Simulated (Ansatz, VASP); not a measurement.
MnO: VASP beside Ansatz

Contents of INCAR:

```
ALGO = Normal
EDIFF = 1E-6
ENCUT = 520
GGA = RE
ISIF = 2
ISMEAR = -1
ISPIN = 2
LASPH = True
LCHARG = False
LMAXMIX = 4
LORBIT = 11
LREAL = False
LWAVE = False
MAGMOM = 4 0
NBANDS = 20
NELM = 150
PREC = Accurate
SIGMA = 0.05
```

KPOINTS

```
k-points
0
Gamma
  10 10 10
```

File POSCAR:

```
MnO
1.0
    0.0000000000      2.1785090927      2.1785090927
    2.1785090927      0.0000000000      2.1785090927
    2.1785090927      2.1785090927      0.0000000000
Mn O
1 1
Direct
    0.0000000000      0.0000000000      0.0000000000
    0.5000000000      0.5000000000      0.5000000000
```

The input input.yaml:

```yaml
crystal:
  lattice:
    - [0.0, 2.1785090927, 2.1785090927]
    - [2.1785090927, 0.0, 2.1785090927]
    - [2.1785090927, 2.1785090927, 0.0]
  atoms:
    - { symbol: Mn, position: [0.0, 0.0, 0.0], spin: 4.0 }
    - { symbol: O, position: [0.5, 0.5, 0.5] }
hamiltonian:
  xc: revpbe
  pseudopotentials: { kind: paw }
magnetization:
  spin_polarized: true
kpoints:
  mp_grid: { grid: [10, 10, 10] }
scf:
  occupations: { method: fermi_dirac, width: 0.05 }
output:
  forces: true
  stress: true
  eigenvalues: true
```

Alike in both runs: task single point; functional revPBE; k mesh 10 × 10 × 10; occupations fermi-dirac, width 0.05 eV; collinear spin.

|  | VASP | Ansatz |
| --- | --- | --- |
| version | VASP 6.6.1 | Ansatz 0.2.0 |
| potentials or method | VASP PAW PBE potentials, release 64 (Mn_pv, O) | Ansatz PAW |
| plane-wave cutoff (eV) | 520 | 420 |
| valence electrons in the cell | 19 | 21 |

Ansatz gave:

- gap on the k mesh at the Fermi level (eV): none
- pressure (GPa): 11.9
- net moment per atom (μB): 2.32
- size of the moment on the site where the two differ most (μB): 3.93

Q: Estimate VASP's values.

A: gap on the k mesh at the Fermi level (eV): none; pressure (GPa): 12.3; net moment per atom (μB): 2.32; size of the moment on the site where the two differ most (μB): 4.24.

VASP's potentials were made for PBE, not for revPBE. Site moments also hang on the region over which each program counts them. A gap of «none» marks a metal or a gap that the smearing closes. With one functional, cell and mesh, what is left measures potentials, basis and numerics. VASP's potentials hold 19 valence electrons a cell and Ansatz's 21, so a difference there can come from the potentials and not from the codes.
